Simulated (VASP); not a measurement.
Crystal: SiC.

```
Si C
1.0
     0.00000    2.17805    2.17805
     2.17805    0.00000    2.17805
     2.17805    2.17805    0.00000
Si C
1 1
Direct
  0.00000 0.00000 0.00000
  0.25000 0.25000 0.25000
```

Base run:

| Property | Result |
| --- | --- |
| Program | VASP 6.6.1 |
| Functional | PBE |
| Potentials or basis | VASP PAW PBE potentials, release 64 (Si, C) |
| Cutoff | 520 eV |
| k mesh | 8 × 8 × 8 |
| Occupations | gaussian, width 0.01 eV |
| Spin | no spin polarisation |

Its results: band gap on the k mesh 1.35 eV (least direct gap 4.54 eV); pressure 3.5 GPa.

Task: The run is repeated on the same cell with these changes: functional from PBE to r2SCAN. What comes out?

Result: Band gap on the k mesh 1.72 eV (least direct gap 5.06 eV); pressure -0.1 GPa.

Caveats: the cell stands under pressure (at least some runs); the PAW data sets were made with another functional, which shifts forces and pressure a little (at least some runs).

A k mesh can miss the band edges.
